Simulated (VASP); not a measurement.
# Si (a cell with a defect) in VASP: relaxation of the atoms with PBE

Aim: the relaxation of the atoms of Si (a cell with a defect) with PBE.

Everything below comes from runs of VASP 6.6.1. Logs are shortened: lines on timing, memory, paths and dates and some standing lists are left out, and cuts for length are marked.

## 1. The cell of the first run

The cell holds a defect, 17 atoms: a = 7.679 Å, b = 7.679 Å, c = 7.679 Å, α = 60.00°, β = 60.00°, γ = 60.00°.

## 2. Relaxation of the atoms, PBE

Contents of INCAR:

```
ALGO = Normal
EDIFF = 1E-6
EDIFFG = -0.03
ENCUT = 520
GGA = PE
IBRION = 2
ISIF = 2
ISMEAR = 0
LASPH = True
LCHARG = False
LREAL = Auto
LWAVE = False
NELM = 60
NSW = 80
PREC = Accurate
SIGMA = 0.02
```

Contents of KPOINTS:

```
k-points
0
Gamma
  2 2 2
```

Contents of POSCAR:

```
Si
1.0
    0.0000000000      5.4300000000      5.4300000000
    5.4300000000      0.0000000000      5.4300000000
    5.4300000000      5.4300000000      0.0000000000
Si
17
Direct
    0.0000000000      0.0000000000      0.0000000000
    0.1250000000      0.1250000000      0.1250000000
    0.0000000000      0.0000000000      0.5000000000
    0.1250000000      0.1250000000      0.6250000000
    0.0000000000      0.5000000000      0.0000000000
    0.1250000000      0.6250000000      0.1250000000
    0.0000000000      0.5000000000      0.5000000000
    0.1250000000      0.6250000000      0.6250000000
    0.5000000000      0.0000000000      0.0000000000
    0.6250000000      0.1250000000      0.1250000000
    0.5000000000      0.0000000000      0.5000000000
    0.6250000000      0.1250000000      0.6250000000
    0.5000000000      0.5000000000      0.0000000000
    0.6250000000      0.6250000000      0.1250000000
    0.5000000000      0.5000000000      0.5000000000
    0.6250000000      0.6250000000      0.6250000000
    0.2474211000      0.2488666000      0.2497869000
```

Potentials or basis: VASP PAW PBE potentials, release 64 (Si).

On the command line:

```bash
$ cat potpaw_PBE.64/Si/POTCAR > POTCAR
$ mpirun -np 1 vasp_std > vasp.out
```

OUTCAR:

```text
EDIFF = 1E-6
   EDIFFG = -0.03
   ENCUT = 520
   GGA = PE
   IBRION = 2
   ISIF = 2
   ISMEAR = 0
   LASPH = True
   LREAL = Auto
   NELM = 60
   NSW = 80
   PREC = Accurate

 ion  position               nearest neighbor table
   1  0.000  0.000  0.000-   2 2.35   4 2.35   6 2.35  10 2.35
   2  0.125  0.125  0.125-  17 2.33   3 2.35   5 2.35   9 2.35   1 2.35
   3  0.000  0.000  0.500-   2 2.35   4 2.35   8 2.35  12 2.35  17 2.69
   4  0.125  0.125  0.625-   1 2.35   3 2.35   7 2.35  11 2.35  17 2.35
   5  0.000  0.500  0.000-   2 2.35   6 2.35   8 2.35  14 2.35  17 2.70
   6  0.125  0.625  0.125-   1 2.35   5 2.35   7 2.35  13 2.35  17 2.36
   7  0.000  0.500  0.500-   4 2.35   6 2.35   8 2.35  16 2.35  17 2.72
   8  0.125  0.625  0.625-   3 2.35   5 2.35   7 2.35  15 2.35
   9  0.500  0.000  0.000-   2 2.35  10 2.35  12 2.35  14 2.35  17 2.71
  10  0.625  0.125  0.125-   1 2.35   9 2.35  11 2.35  13 2.35  17 2.37
  11  0.500  0.000  0.500-   4 2.35  10 2.35  12 2.35  16 2.35  17 2.73
  12  0.625  0.125  0.625-   3 2.35   9 2.35  11 2.35  15 2.35
  13  0.500  0.500  0.000-   6 2.35  10 2.35  14 2.35  16 2.35  17 2.74
  14  0.625  0.625  0.125-   5 2.35   9 2.35  13 2.35  15 2.35
  15  0.500  0.500  0.500-   8 2.35  12 2.35  14 2.35  16 2.35
  16  0.625  0.625  0.625-   7 2.35  11 2.35  13 2.35  15 2.35
  17  0.247  0.249  0.250-   2 2.33   4 2.35   6 2.36  10 2.37   3 2.69   5 2.70   9 2.71   7 2.72
                            11 2.73  13 2.74

  LATTYP: Found a face centered cubic cell.
 ALAT       =    10.8600000000

  Lattice vectors:

 A1 = (   0.0000000000,   5.4300000000,   5.4300000000)
 A2 = (   5.4300000000,   0.0000000000,   5.4300000000)
 A3 = (   5.4300000000,   5.4300000000,   0.0000000000)

Analysis of symmetry for initial positions (statically):
=====================================================================
 Subroutine PRICEL returns:
 Original cell was already a primitive cell.

 Routine SETGRP: Setting up the symmetry group for a
 face centered cubic supercell.

 Subroutine GETGRP returns: Found  1 space group operations
 (whereof  1 operations were pure point group operations)
 out of a pool of 48 trial point group operations.

The static configuration has the point symmetry C_1 .

Analysis of symmetry for dynamics (positions and initial velocities):
=====================================================================
 Subroutine PRICEL returns:
 Original cell was already a primitive cell.

 Routine SETGRP: Setting up the symmetry group for a
 face centered cubic supercell.

 Subroutine GETGRP returns: Found  1 space group operations
 (whereof  1 operations were pure point group operations)
 out of a pool of 48 trial point group operations.

The dynamic configuration has the point symmetry C_1 .

 Subroutine INISYM returns: Found  1 space group operations
 (whereof  1 operations are pure point group operations),
 and found     1 'primitive' translations

----------------------------------------------------------------------------------------

                                     Primitive cell

  volume of cell :     320.2060

  direct lattice vectors                    reciprocal lattice vectors
     0.000000000  5.430000000  5.430000000    -0.092081031  0.092081031  0.092081031
     5.430000000  0.000000000  5.430000000     0.092081031 -0.092081031  0.092081031
     5.430000000  5.430000000  0.000000000     0.092081031  0.092081031 -0.092081031

  length of vectors
     7.679179644  7.679179644  7.679179644     0.159489025  0.159489025  0.159489025

  position of ions in fractional coordinates (direct lattice)
     0.000000000  0.000000000  0.000000000
     0.125000000  0.125000000  0.125000000
     0.000000000  0.000000000  0.500000000
     0.125000000  0.125000000  0.625000000
     0.000000000  0.500000000  0.000000000
     0.125000000  0.625000000  0.125000000
[... 9 lines left out ...]
     0.625000000  0.625000000  0.625000000
     0.247421100  0.248866600  0.249786900

  ion indices of the primitive-cell ions
   primitive index   ion index
                 1           1
                 2           2
                 3           3
                 4           4
                 5           5
                 6           6
[... 9 lines left out ...]
                16          16
                17          17

----------------------------------------------------------------------------------------

 KPOINTS: k-points

Automatic generation of k-mesh.
 Grid dimensions read from file:
 generate k-points for:    2    2    2

 Generating k-lattice:

  Cartesian coordinates                     Fractional coordinates (reciprocal lattice)
    -0.046040516  0.046040516  0.046040516     0.500000000  0.000000000  0.000000000
     0.046040516 -0.046040516  0.046040516     0.000000000  0.500000000  0.000000000
     0.046040516  0.046040516 -0.046040516     0.000000000  0.000000000  0.500000000

  Length of vectors
     0.079744512  0.079744512  0.079744512

  Shift w.r.t. Gamma in fractional coordinates (k-lattice)
     0.000000000  0.000000000  0.000000000

 Subroutine IBZKPT returns following result:
 ===========================================

 Found      8 irreducible k-points:

 Following reciprocal coordinates:
            Coordinates               Weight
  0.000000  0.000000  0.000000      1.000000
  0.500000  0.000000  0.000000      1.000000
  0.000000  0.500000  0.000000      1.000000
  0.000000  0.000000  0.500000      1.000000
  0.500000  0.500000  0.500000      1.000000
  0.500000  0.500000  0.000000      1.000000
  0.000000  0.500000  0.500000      1.000000
  0.500000  0.000000  0.500000      1.000000
   k-points           NKPTS =      8   k-points in BZ     NKDIM =      8   number of bands    NBANDS=     43
   number of dos      NEDOS =    301   number of ions     NIONS =     17
   total plane-waves  NPLWV = 216000
   dimension x,y,z NGX =    60 NGY =   60 NGZ =   60
   dimension x,y,z NGXF=   120 NGYF=  120 NGZF=  120
   ions per type =              17
   NGX,Y,Z   is equivalent  to a cutoff of  12.99, 12.99, 12.99 a.u.
   NGXF,Y,Z  is equivalent  to a cutoff of  25.98, 25.98, 25.98 a.u.
 SYSTEM =  unknown system
   PREC   = accura    normal or accurate (medium, high low for compatibility)
   ISTART =      0    job   : 0-new  1-cont  2-samecut
   ICHARG =      2    charge: 1-file 2-atom 10-const
   ISPIN  =      1    spin polarized calculation?
   LNONCOLLINEAR =      F non collinear calculations
   LSORBIT =      F    spin-orbit coupling
   LASPH  =      T    aspherical Exc in radial PAW
   ENCUT  =  520.0 eV  38.22 Ry    6.18 a.u.  14.28 14.28 14.28*2*pi/ulx,y,z
   NELM   =     60;   NELMIN=  2; NELMDL= -5     # of ELM steps
   EDIFF  = 0.1E-05   stopping-criterion for ELM
   LREAL  =      T    real-space projection
   EDIFFG = -.3E-01   stopping-criterion for IOM
   NSW    =     80    number of steps for IOM
   IBRION =      2    ionic relax: 0-MD 1-quasi-New 2-CG
   NFREE  =      1    steps in history (QN), initial steepest desc. (CG)
   ISIF   =      2    stress and relaxation
   ISYM   =      2    0-nonsym 1-usesym 2-fastsym
   POTIM  = 0.5000    time-step for ionic-motion
   TEBEG  =    0.0;   TEEND  =   0.0 temperature during run
   PSTRESS=    0.0 pullay stress
   NELECT =      68.0000    total number of electrons
   NUPDOWN=      -1.0000    fix difference up-down
   EMIN   =  10.00;   EMAX   =-10.00  energy-range for DOS
   EFERMI =   0.00;   METHOD = LEGACY
   ISMEAR =     0;   SIGMA  =   0.02  broadening in eV -4-tet -1-fermi 0-gaus
   EFERMI_NEDOS =   21; number of points for ismear=-14 and -15
   IALGO  =     38    algorithm
   IMIX   =      4    mixing-type and parameters
     AMIX     =   0.40;   BMIX     =  1.00
     AMIX_MAG =   1.60;   BMIX_MAG =  1.00
  volume/ion in A,a.u.               =      18.84       127.11
  Fermi-wavevector in a.u.,A,eV,Ry     =   0.976715  1.845724 12.979587  0.953973
  Thomas-Fermi vector in A             =   2.107356
   LORBIT       =      0    0 simple, 1 ext, 2 COOP (PROOUT), +10 PAW based schemes
   GGA     = PE    functional components
   LHFCALC =     F    Hartree Fock is set to
   AEXX    =    0.0000 exact exchange contribution
   IVDW    =     0    specifies the selected vdW correction
   LEPSILON=     F    determine dielectric tensor
   LRPA    =     F    only Hartree local field effects (RPA)
 conjugate gradient relaxation of ions
 non-spin polarized calculation
 Gauss-broadening in eV      SIGMA  =   0.02
  energy-cutoff  :      520.00
  volume of cell :      320.21
 maximum number of plane-waves:      8646
 NGX is ok and might be reduce to    60
   NGX = 29   NGY = 29   NGZ = 29

--------------------------------------- Ionic step        1  -------------------------------------------

 number of electron      68.0000003 magnetization

 Free energy of the ion-electron system (eV)
  ---------------------------------------------------
  ext. energy  EPLUGINS =         0.00000000
  ---------------------------------------------------
  free energy    TOTEN  =       -87.86818714 eV

  energy without entropy =      -87.86433077  energy(sigma->0) =      -87.86625895

------------------------ aborting loop because EDIFF is reached ----------------------------------------

  FORCE on cell =-STRESS in cart. coord.  units (eV):
  Direction    XX          YY          ZZ          XY          YZ          ZX
  --------------------------------------------------------------------------------------
  -------------------------------------------------------------------------------------
  Total       11.6407549     11.6448368     11.6508788      0.2593438      0.0987329      0.1965575
  in kB       58.2454821     58.2659062     58.2961377      1.2976484      0.4940185      0.9834916
  external PRESSURE =      58.2691753 kB  Pullay stress =       0.0000000 kB

 VOLUME and BASIS-vectors are now :
 -----------------------------------------------------------------------------
  energy-cutoff  :      520.00
  volume of cell :      320.21
      direct lattice vectors                 reciprocal lattice vectors
     0.000000000  5.430000000  5.430000000    -0.092081031  0.092081031  0.092081031
     5.430000000  0.000000000  5.430000000     0.092081031 -0.092081031  0.092081031
     5.430000000  5.430000000  0.000000000     0.092081031  0.092081031 -0.092081031
[... 222 lines left out ...]
      6.78340      6.78312      6.78295        -0.001733      0.000495      0.001899
      2.71184      2.70830      2.70609         0.014427      0.026668      0.035768
 -----------------------------------------------------------------------------------
    total drift:                                0.001130      0.001704      0.003536

  FREE ENERGIE OF THE ION-ELECTRON SYSTEM (eV)
  ---------------------------------------------------
  free  energy   TOTEN  =       -87.9897738350 eV

  energy  without entropy=      -87.9859172824  energy(sigma->0) =      -87.98784556

--------------------------------------- Ionic step        6  -------------------------------------------

 number of electron      68.0000001 magnetization

 Free energy of the ion-electron system (eV)
  ---------------------------------------------------
  ext. energy  EPLUGINS =         0.00000000
  ---------------------------------------------------
  free energy    TOTEN  =       -87.99005444 eV

  energy without entropy =      -87.98619788  energy(sigma->0) =      -87.98812616

 E-fermi :   6.9198     XC(G=0):  -9.6742

 val. band max:        6.6775080580   @ k =   0.0000   0.0000   0.0000
 cond. band min:       6.9258285764   @ k =   0.0000   0.5000   0.5000
 fundamental gap:      0.2483205184
 Fermi energy:         6.9197522059

 k-point     1 :       0.0000    0.0000    0.0000
  band No.  band energies     occupation
      1      -6.3197      2.00000
      2      -3.7728      2.00000
      3      -3.6292      2.00000
      4      -3.6285      2.00000
      5      -3.6281      2.00000
      6      -2.8081      2.00000
[... 383 lines left out ...]
      8.14477      8.14471     10.82699        -0.004473     -0.003713      0.002008
      4.09562      4.09574      1.33472        -0.000104     -0.001657     -0.005980
      8.14474     10.82715      8.14463        -0.005621      0.002155     -0.004529
      4.09478      1.33548      4.09498         0.002207     -0.007041     -0.000635
[... 9 lines left out ...]
      6.78318      6.78302      6.78291        -0.003045     -0.002231     -0.001853
      2.71261      2.70980      2.70812         0.003336      0.007841      0.009940
 -----------------------------------------------------------------------------------
    total drift:                                0.002022      0.000230      0.001324

  FREE ENERGIE OF THE ION-ELECTRON SYSTEM (eV)
  ---------------------------------------------------
  free  energy   TOTEN  =       -87.9900544359 eV

  energy  without entropy=      -87.9861978782  energy(sigma->0) =      -87.98812616

 reached required accuracy - stopping structural energy minimisation
```

Run time: 6.7 min. Hardware: 1 thread of Intel Xeon Platinum 8488C (Sapphire Rapids), shared host; peak memory 0.53 GiB.

Results:

```
Free energy                  : -87.9901 eV
Energy gained by relaxing    : 7.2 meV/atom
Ionic steps                  : 6
Pressure after relaxing      : 5.3 GPa
Largest force after relaxing : 0.013 eV/Å
Band gap on the k mesh       : zero (bands 34 and 35 overlap by 0.25 eV)
```

Forces in eV/Å, atoms in the order of the input:
```
Si   0.000  0.000  0.001
Si   0.005  0.003  0.001
Si  -0.004 -0.004  0.002
Si   0.000 -0.002 -0.006
Si  -0.006  0.002 -0.005
Si   0.002 -0.007 -0.001
Si  -0.001  0.003  0.001
Si   0.003 -0.001 -0.001
Si   0.002 -0.007 -0.006
Si  -0.006  0.003  0.002
Si   0.003  0.000 -0.001
Si  -0.001  0.002  0.001
Si   0.002  0.000  0.001
Si   0.000  0.001  0.002
Si   0.000  0.001  0.001
Si  -0.003 -0.002 -0.002
Si   0.003  0.008  0.010
```

Step by step:
| step | energy change (eV) | largest force (eV/Å) | pressure (GPa) |
| --- | --- | --- | --- |
| 1 | 0.0000 | 1.0246 | 5.83 |
| 2 | -0.1190 | 0.1087 | 5.36 |
| 3 | -0.1196 | 0.1315 | 5.33 |
| 4 | -0.1214 | 0.0382 | 5.33 |
| 5 | -0.1216 | 0.0469 | 5.34 |
| 6 | -0.1219 | 0.0131 | 5.34 |

Final structure:
```yaml
crystal:
  lattice:
    - [0.00000, 5.43000, 5.43000]
    - [5.43000, 0.00000, 5.43000]
    - [5.43000, 5.43000, 0.00000]
  atoms:
    - { symbol: Si, position: [0.99940, 0.99973, 0.99995] }
    - { symbol: Si, position: [0.12257, 0.12254, 0.12253] }
    - { symbol: Si, position: [0.99696, 0.99697, 0.50299] }
    - { symbol: Si, position: [0.12291, 0.12289, 0.63137] }
    - { symbol: Si, position: [0.99697, 0.50297, 0.99698] }
    - { symbol: Si, position: [0.12299, 0.63115, 0.12295] }
    - { symbol: Si, position: [0.99701, 0.50296, 0.50298] }
    - { symbol: Si, position: [0.12636, 0.62450, 0.62452] }
    - { symbol: Si, position: [0.50293, 0.99699, 0.99700] }
    - { symbol: Si, position: [0.63080, 0.12309, 0.12308] }
    - { symbol: Si, position: [0.50292, 0.99703, 0.50297] }
    - { symbol: Si, position: [0.62449, 0.12633, 0.62455] }
    - { symbol: Si, position: [0.50292, 0.50295, 0.99705] }
    - { symbol: Si, position: [0.62451, 0.62454, 0.12631] }
    - { symbol: Si, position: [0.50003, 0.50001, 0.50000] }
    - { symbol: Si, position: [0.62456, 0.62459, 0.62461] }
    - { symbol: Si, position: [0.24911, 0.24963, 0.24993] }
```

Levels at points of the mesh, in eV from the Fermi level:
```csv
k point,band 30,band 31,band 32,band 33,band 34,band 35,band 36,band 37,band 38,band 39
"(0.00, 0.00, 0.00)",-1.76,-0.83,-0.83,-0.83,-0.25,-0.25,-0.24,0.08,0.08,0.40
"(0.50, 0.00, 0.00)",-1.59,-1.58,-1.44,-1.44,-0.35,0.52,0.53,0.89,0.89,1.28
"(0.00, 0.50, 0.00)",-1.59,-1.58,-1.44,-1.44,-0.35,0.52,0.53,0.89,0.89,1.28
"(0.00, 0.00, 0.50)",-1.59,-1.58,-1.44,-1.44,-0.35,0.52,0.53,0.89,0.89,1.28
"(0.50, 0.50, 0.50)",-1.59,-1.59,-1.44,-1.44,-0.35,0.53,0.53,0.89,0.89,1.28
"(0.50, 0.50, 0.00)",-2.03,-2.03,-1.90,-1.00,0.01,0.71,1.01,1.02,1.14,1.89
"(0.00, 0.50, 0.50)",-2.03,-2.03,-1.90,-1.00,0.01,0.71,1.02,1.02,1.14,1.89
"(0.50, 0.00, 0.50)",-2.03,-2.03,-1.90,-1.00,0.01,0.71,1.01,1.02,1.14,1.89
```

Caveat: the k points lie up to 0.50 Å⁻¹ apart.

The gap in the log of VASP goes by the Fermi energy; the results here count the filled bands.